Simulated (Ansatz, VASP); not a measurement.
# Co in VASP and in Ansatz

POSCAR

```
Co
1.0
    2.2868488050      0.0000000000      0.0000000000
    0.0000000000      2.2868488050      0.0000000000
    0.0000000000      0.0000000000      2.2868488050
Co
1
Direct
    0.0000000000      0.0000000000      0.0000000000
```

Contents of INCAR.step1:

```
  ALGO = Normal
  EDIFF = 1E-4
  ENCUT = 600
  GGA = PE
  ISMEAR = -1
  LASPH = True
  LCHARG = False
  LREAL = False
  LWAVE = True
  NELM = 100
  PREC = Accurate
  SIGMA = 0.1
```

The input INCAR.step2:

```
  ALGO = Normal
  EDIFF = 1E-7
  EDIFFG = -0.01
  ENCUT = 600
  IBRION = 2
  ISIF = 3
  ISMEAR = -1
  ISTART = 1
  LASPH = True
  LCHARG = False
  LMIXTAU = True
  LREAL = False
  LWAVE = False
  METAGGA = R2SCAN
  NELM = 100
  NSW = 80
  PREC = Accurate
  SIGMA = 0.1
```

File KPOINTS:

```
k-points
0
Gamma
  14 14 14
```

Input for Ansatz:

```yaml
crystal:
  lattice:
    - [2.286848805, 0.0, 0.0]
    - [0.0, 2.286848805, 0.0]
    - [0.0, 0.0, 2.286848805]
  atoms:
    - { symbol: Co, position: [0.0, 0.0, 0.0] }
hamiltonian:
  xc: r2scan
  pseudopotentials:
    kind: paw
    azcp:
      Co: "pseudopotentials/Co.paw.azcp"
basis:
  ecutwfc: 500
  fft_grid_basis: typed
kpoints:
  mp_grid: { grid: [14, 14, 14], shift: [0, 0, 0] }
magnetization:
  spin_polarized: false
scf:
  occupations: { method: fermi_dirac, width: 0.1 }
relax:
  max_steps: 60
  f_tol: 0.01
  cell: {}
output:
  write_density: true
  write_potential: true
  elf: true
  volumetric_format: npy
```

Alike in both runs: task relaxation of cell and atoms; functional r2SCAN; k mesh 14 × 14 × 14; occupations fermi-dirac, width 0.1 eV; no spin polarisation.

|  | VASP | Ansatz |
| --- | --- | --- |
| version | VASP 6.6.1 | Ansatz 0.2.0 |
| potentials or method | VASP PAW PBE potentials, release 64 (Co), cutoff 600 eV | plane waves (500 eV) with PAW, scalar-relativistic |
| valence electrons in the cell | 9 | 17 |

Ansatz gave:

```
relaxed volume (Å³/atom)                                     : 11.42
relaxed cell length with the largest relative difference (Å) : 2.252
```

Q: Which values does VASP return?

A: Relaxed volume (Å³/atom): 11.44; relaxed cell length with the largest relative difference (Å): 2.253.

VASP's potentials were made for PBE, not for r2SCAN. VASP's potentials hold 9 valence electrons a cell and Ansatz's 17, so a difference there can come from the potentials and not from the codes.
